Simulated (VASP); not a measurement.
# MoS2 (P6_3/mmc) in VASP: vibrations by perturbation theory with LDA

Aim: the vibrations by perturbation theory of MoS2 with LDA.

Everything below comes from runs of VASP 6.6.1. Logs are shortened: lines on timing, memory, paths and dates and some standing lists are left out, and cuts for length are marked.

## 1. The cell of the first run

Symmetry: P6_3/mmc, No. 194, hexagonal system. Conventional cell: a = 3.122 Å, b = 3.122 Å, c = 12.077 Å, α = 90.00°, β = 90.00°, γ = 120.00°. Mo (site symmetry -6m2) has 6 S at 2.38 Å and 6 Mo at 3.12 Å within 3.2 Å. Within 3.2 Å of S (site symmetry 3m) lie 3 Mo at 2.38 Å and 7 S at 3.11 to 3.12 Å.

## 2. Vibrations by perturbation theory, LDA

INCAR reads:

```
SYSTEM = MoS2
PREC = Accurate
ENCUT = 520
EDIFF = 1E-8
ISMEAR = 0
SIGMA = 0.01
LREAL = .FALSE.
LASPH = .TRUE.
NELM = 100
ALGO = Normal
ISIF = 2
LWAVE = .FALSE.
LCHARG = .TRUE.
IBRION = 8
NSW = 1
LEPSILON = .TRUE.
```

KPOINTS reads:

```
Automatic mesh
0
G
  12 12 3
  0 0 0
```

POSCAR reads:

```
MoS2
1.0
    3.1222210920      0.0000000000      0.0000000000
   -1.5611105460      2.7039227819      0.0000000000
    0.0000000000      0.0000000000     12.0772324654
Mo S
2 4
Direct
    0.3333333333      0.6666666667      0.2500000000
    0.6666666667      0.3333333333      0.7500000000
    0.3333333333      0.6666666667      0.6213143696
    0.6666666667      0.3333333333      0.1213143696
    0.3333333333      0.6666666667      0.8786856304
    0.6666666667      0.3333333333      0.3786856304
```

Potentials or basis: VASP PAW LDA potentials, release 64 (Mo_sv, S).

Started as:

```sh
$ cat potpaw_LDA.64/Mo_sv/POTCAR potpaw_LDA.64/S/POTCAR > POTCAR
$ mpirun -np 1 vasp_std > vasp.out
```

OUTCAR:

```text
SYSTEM = MoS2
   PREC = Accurate
   ENCUT = 520
   EDIFF = 1E-8
   ISMEAR = 0
   LREAL = .FALSE.
   LASPH = .TRUE.
   NELM = 100
   ISIF = 2
   IBRION = 8
   NSW = 1
   LEPSILON = .TRUE.

 ion  position               nearest neighbor table
   1  0.333  0.667  0.250-   4 2.38   6 2.38   4 2.38   6 2.38   4 2.38   6 2.38
   2  0.667  0.333  0.750-   3 2.38   5 2.38   3 2.38   5 2.38   3 2.38   5 2.38
   3  0.333  0.667  0.621-   2 2.38   2 2.38   2 2.38
   4  0.667  0.333  0.121-   1 2.38   1 2.38   1 2.38
   5  0.333  0.667  0.879-   2 2.38   2 2.38   2 2.38
   6  0.667  0.333  0.379-   1 2.38   1 2.38   1 2.38

  LATTYP: Found a hexagonal cell.
 ALAT       =     3.1222210920
 C/A-ratio  =     3.8681541472

  Lattice vectors:

 A1 = (   3.1222210920,   0.0000000000,   0.0000000000)
 A2 = (  -1.5611105460,   2.7039227819,   0.0000000000)
 A3 = (   0.0000000000,   0.0000000000,  12.0772324654)

Analysis of symmetry for initial positions (statically):
=====================================================================
 Subroutine PRICEL returns:
 Original cell was already a primitive cell.

 Routine SETGRP: Setting up the symmetry group for a
 hexagonal supercell.

 Subroutine GETGRP returns: Found 24 space group operations
 (whereof 12 operations were pure point group operations)
 out of a pool of 24 trial point group operations.

The static configuration has the point symmetry D_3d.
 The point group associated with its full space group is D_6h.

Analysis of symmetry for dynamics (positions and initial velocities):
=====================================================================
 Subroutine PRICEL returns:
 Original cell was already a primitive cell.

 Routine SETGRP: Setting up the symmetry group for a
 hexagonal supercell.

 Subroutine GETGRP returns: Found 24 space group operations
 (whereof 12 operations were pure point group operations)
 out of a pool of 24 trial point group operations.

The dynamic configuration has the point symmetry D_3d.
 The point group associated with its full space group is D_6h.

 Subroutine INISYM returns: Found 24 space group operations
 (whereof 12 operations are pure point group operations),
 and found     1 'primitive' translations

----------------------------------------------------------------------------------------

                                     Primitive cell

  volume of cell :     101.9590

[... 1069 lines left out ...]
  x     0.00000     0.00000     0.00000     0.00000     0.00000     0.00000
  y     0.00000     0.00000     0.00000     0.00000     0.00000     0.00000
  z     0.00000     0.00000     0.00000     0.00000     0.00000     0.00000

 PIEZOELECTRIC TENSOR (including local field effects)  for field in x, y, z        (C/m^2)
          XX          YY          ZZ          XY          YZ          ZX
  --------------------------------------------------------------------------------
  x     0.00000     0.00000     0.00000     0.00000     0.00000     0.00000
  y     0.00000     0.00000     0.00000     0.00000     0.00000     0.00000
  z     0.00000     0.00000     0.00000     0.00000     0.00000     0.00000

 BORN EFFECTIVE CHARGES (including local field effects) (in |e|, cummulative output)
 ---------------------------------------------------------------------------------
 ion    1
    1    -1.13239     0.00000     0.00000
    2    -0.00000    -1.13239     0.00000
    3     0.00000    -0.00000    -0.80466
 ion    2
    1    -1.13239     0.00000     0.00000
    2    -0.00000    -1.13239     0.00000
    3     0.00000    -0.00000    -0.80466
 ion    3
    1     0.56620     0.00000     0.00000
    2     0.00000     0.56620     0.00000
    3    -0.00000     0.00000     0.40233
 ion    4
    1     0.56620     0.00000     0.00000
    2     0.00000     0.56620     0.00000
    3    -0.00000     0.00000     0.40233
 ion    5
    1     0.56620     0.00000     0.00000
    2     0.00000     0.56620     0.00000
    3     0.00000     0.00000     0.40233
 ion    6
    1     0.56620     0.00000     0.00000
    2     0.00000     0.56620     0.00000
    3    -0.00000     0.00000     0.40233

 INTERNAL STRAIN TENSOR FOR ION    6 for displacements in x,y,z  (eV/Angst):
          X           Y           Z          XY          YZ          ZX
  --------------------------------------------------------------------------------
  x     0.00000     0.00000     0.00000     3.52622     0.00000   -13.53391
  y     3.52622    -3.52622    -0.00000     0.00000   -15.23361     0.00000
  z   -10.70344   -10.70344   -29.32944     0.00000     0.00000     0.00000

 SECOND DERIVATIVES (NOT SYMMETRIZED)
 ------------------------------------
               1X          1Y          1Z          2X          2Y          2Z          3X          3Y          3Z          4X          4Y          4Z          5X          5Y          5Z          6X          6Y          6Z
  1X   -21.474039    0.000000    0.000000    0.049168    0.000000    0.000000    0.067579    0.000000    0.000000   10.644857    0.000000    0.000000    0.067579    0.000000    0.000000   10.644857    0.000000    0.000000
  1Y     0.000000  -21.474039   -0.000000    0.000000    0.049168   -0.000000    0.000000    0.067579    0.000000    0.000000   10.644857    0.000000    0.000000    0.067579    0.000000    0.000000   10.644857   -0.000000
  1Z     0.000000    0.000000  -31.701510    0.000000    0.000000    0.295477   -0.000000    0.000000   -0.019574    0.000000    0.000000   15.722591    0.000000   -0.000000   -0.019574    0.000000    0.000000   15.722591
  2X     0.049168    0.000000    0.000000  -21.474039    0.000000    0.000000   10.644857    0.000000    0.000000    0.067579    0.000000    0.000000   10.644857    0.000000    0.000000    0.067579    0.000000    0.000000
  2Y     0.000000    0.049168   -0.000000    0.000000  -21.474039   -0.000000    0.000000   10.644857   -0.000000    0.000000    0.067579    0.000000    0.000000   10.644857    0.000000    0.000000    0.067579    0.000000
  2Z     0.000000    0.000000    0.295477    0.000000    0.000000  -31.701510    0.000000    0.000000   15.722591    0.000000   -0.000000   -0.019574    0.000000    0.000000   15.722591   -0.000000    0.000000   -0.019574
  3X     0.060592    0.000000    0.000000   10.637518    0.000000   -0.000000  -10.290019    0.000000   -0.000000   -0.027891    0.000000    0.000000   -0.442771    0.000000    0.000000    0.062571    0.000000    0.000000
  3Y     0.000000    0.060592    0.000000    0.000000   10.637518    0.000000    0.000000  -10.290019   -0.000000    0.000000   -0.027891   -0.000000   -0.000000   -0.442771   -0.000000    0.000000    0.062571    0.000000
  3Z     0.000000   -0.000000    0.019083    0.000000    0.000000   15.668955    0.000000    0.000000  -17.980573    0.000000    0.000000    0.072270    0.000000   -0.000000    1.956256    0.000000    0.000000    0.264009
  4X    10.637518    0.000000    0.000000    0.060592    0.000000    0.000000   -0.027891    0.000000    0.000000  -10.290019    0.000000    0.000000    0.062571    0.000000    0.000000   -0.442771    0.000000    0.000000
  4Y     0.000000   10.637518   -0.000000    0.000000    0.060592    0.000000    0.000000   -0.027891    0.000000    0.000000  -10.290019    0.000000    0.000000    0.062571    0.000000   -0.000000   -0.442771    0.000000
  4Z     0.000000    0.000000   15.668955    0.000000    0.000000    0.019083    0.000000    0.000000    0.072270    0.000000   -0.000000  -17.980573    0.000000    0.000000    0.264009    0.000000    0.000000    1.956256
  5X     0.060592    0.000000    0.000000   10.637518    0.000000    0.000000   -0.442771    0.000000    0.000000    0.062571    0.000000    0.000000  -10.290019    0.000000    0.000000   -0.027891    0.000000    0.000000
  5Y     0.000000    0.060592    0.000000    0.000000   10.637518   -0.000000   -0.000000   -0.442771    0.000000    0.000000    0.062571    0.000000    0.000000  -10.290019    0.000000    0.000000   -0.027891    0.000000
  5Z     0.000000    0.000000    0.019083    0.000000    0.000000   15.668955    0.000000    0.000000    1.956256    0.000000    0.000000    0.264009    0.000000   -0.000000  -17.980573    0.000000    0.000000    0.072270
  6X    10.637518    0.000000   -0.000000    0.060592    0.000000    0.000000    0.062571    0.000000    0.000000   -0.442771    0.000000    0.000000   -0.027891    0.000000    0.000000  -10.290019    0.000000   -0.000000
  6Y     0.000000   10.637518    0.000000    0.000000    0.060592    0.000000    0.000000    0.062571    0.000000   -0.000000   -0.442771   -0.000000    0.000000   -0.027891   -0.000000    0.000000  -10.290019   -0.000000
  6Z     0.000000    0.000000   15.668955    0.000000   -0.000000    0.019083    0.000000    0.000000    0.264009    0.000000   -0.000000    1.956256    0.000000    0.000000    0.072270    0.000000    0.000000  -17.980573

 Eigenvectors and eigenvalues of the dynamical matrix
 ----------------------------------------------------

   1 f  =   14.257237 THz    89.580860 2PiTHz  475.570224 cm-1    58.963166 meV
             X         Y         Z           dx          dy          dz
     -0.000000  1.802615  3.019308    -0.000000    0.000000   -0.442838
      1.561111  0.901308  9.057924    -0.000000   -0.000000    0.442838
     -0.000000  1.802615  7.503758     0.000000    0.000000   -0.389804
      1.561111  0.901308  1.465142     0.000000   -0.000000    0.389804
     -0.000000  1.802615 10.612091     0.000000    0.000000   -0.389804
      1.561111  0.901308  4.573474     0.000000   -0.000000    0.389804
[... 145 lines left out ...]
  18 f/i=    0.003826 THz     0.024037 2PiTHz    0.127610 cm-1     0.015822 meV
             X         Y         Z           dx          dy          dz
     -0.000000  1.802615  3.019308    -0.542026   -0.075663    0.000000
      1.561111  0.901308  9.057924    -0.542026   -0.075663    0.000000
     -0.000000  1.802615  7.503758    -0.313569   -0.043772    0.000000
      1.561111  0.901308  1.465142    -0.313569   -0.043772    0.000000
     -0.000000  1.802615 10.612091    -0.313569   -0.043772    0.000000
      1.561111  0.901308  4.573474    -0.313569   -0.043772    0.000000

--------------------------------------------------------------------------------------------------------

 MACROSCOPIC STATIC DIELECTRIC TENSOR IONIC CONTRIBUTION
 ------------------------------------------------------
           0.212540     0.000000    -0.000000
           0.000000     0.212540    -0.000000
          -0.000000    -0.000000     0.073201
 ------------------------------------------------------

 ELASTIC MODULI CONTR FROM IONIC RELAXATION (kBar)
 Direction    XX          YY          ZZ          XY          YZ          ZX
 --------------------------------------------------------------------------------
 XX        -437.6153   -277.8833   -980.3008     -0.0000     -0.0000      0.0000
 YY        -277.8833   -437.6153   -980.3008      0.0000      0.0000      0.0000
 ZZ        -980.3008   -980.3008  -2686.2100     -0.0000      0.0000      0.0000
 XY          -0.0000      0.0000     -0.0000    -79.8660      0.0000     -0.0000
 YZ          -0.0000      0.0000      0.0000      0.0000  -1467.7914     -0.0000
 ZX           0.0000      0.0000      0.0000      0.0000     -0.0000  -1158.5245
 --------------------------------------------------------------------------------

 PIEZOELECTRIC TENSOR IONIC CONTR  for field in x, y, z        (C/m^2)
          XX          YY          ZZ          XY          YZ          ZX
  --------------------------------------------------------------------------------
  x     0.00000    -0.00000     0.00000    -0.00000    -0.00000    -0.00000
  y     0.00000    -0.00000     0.00000    -0.00000     0.00000     0.00000
  z     0.00000    -0.00000    -0.00000     0.00000    -0.00000     0.00000
```

Run time: 2.7 h. Hardware: 1 thread of Oxide Virtual Turin-like, shared host; peak memory 1.3 GiB.

What came out:

- Electronic dielectric tensor (diagonal): 15.38, 15.38, 7.36
- Born charges (mean of the diagonal): Mo -1.02; S +0.51 e
- Highest phonon frequency at Γ, LO-TO splitting left out: 476 cm⁻¹

Phonon frequencies in cm⁻¹ (negative: imaginary):
| q point | frequencies |
| --- | --- |
| (0.000, 0.000, 0.000) | 0 0 0 36 36 57 288 288 290 290 389 389 389 389 409 413 471 476 |

Electronic dielectric tensor:
```
15.38  0.00  0.00
 0.00 15.38  0.00
 0.00  0.00  7.36
```

Born effective charge tensors (e):
atom 1, Mo
```
-1.13  0.00  0.00
 0.00 -1.13  0.00
 0.00  0.00 -0.80
```
atom 2, Mo
```
-1.13  0.00  0.00
 0.00 -1.13  0.00
 0.00  0.00 -0.80
```
atom 3, S
```
0.57 0.00 0.00
0.00 0.57 0.00
0.00 0.00 0.40
```
atom 4, S
```
0.57 0.00 0.00
0.00 0.57 0.00
0.00 0.00 0.40
```
atom 5, S
```
0.57 0.00 0.00
0.00 0.57 0.00
0.00 0.00 0.40
```
atom 6, S
```
0.57 0.00 0.00
0.00 0.57 0.00
0.00 0.00 0.40
```
